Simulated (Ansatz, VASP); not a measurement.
# Two plane-wave programs on BN

```
B N
1.0
     2.50245    0.00000    0.00000
    -1.25123    2.16719    0.00000
     0.00000    0.00000    4.11440
B N
2 2
Direct
  0.33333 0.66667 0.99981
  0.66667 0.33333 0.49981
  0.33333 0.66667 0.37419
  0.66667 0.33333 0.87419
```

Change from the starting cell: strained cell.

Alike in both runs: functional PBEsol; k mesh 9 × 9 × 6; occupations gaussian, width 0.02 eV; no spin polarisation.

Ansatz relaxed the structure, and its values are those at the end. VASP's run is a single point on that final structure, the one shown.

|  | VASP | Ansatz |
| --- | --- | --- |
| version | VASP 6.6.1 | Ansatz 0.2.0 |
| potentials or method | VASP PAW PBE potentials, release 64 (B, N), cutoff 520 eV | scalar-relativistic, plane waves, PAW |
| valence electrons in the cell | 16 | 16 |

Ansatz gave:

* gap on the k mesh at the Fermi level (eV): 4.88
* least direct gap on the mesh (eV): 8.43
* pressure (GPa): 21.8

**Question.** Which values does VASP return?

**Answer.** gap on the k mesh at the Fermi level (eV): 4.87; least direct gap on the mesh (eV): 8.43; pressure (GPa): 22.9.

VASP's potentials were made for PBE, not for PBEsol, and Ansatz warns of the same on its side. Ansatz's warnings: stress scf threshold loose.
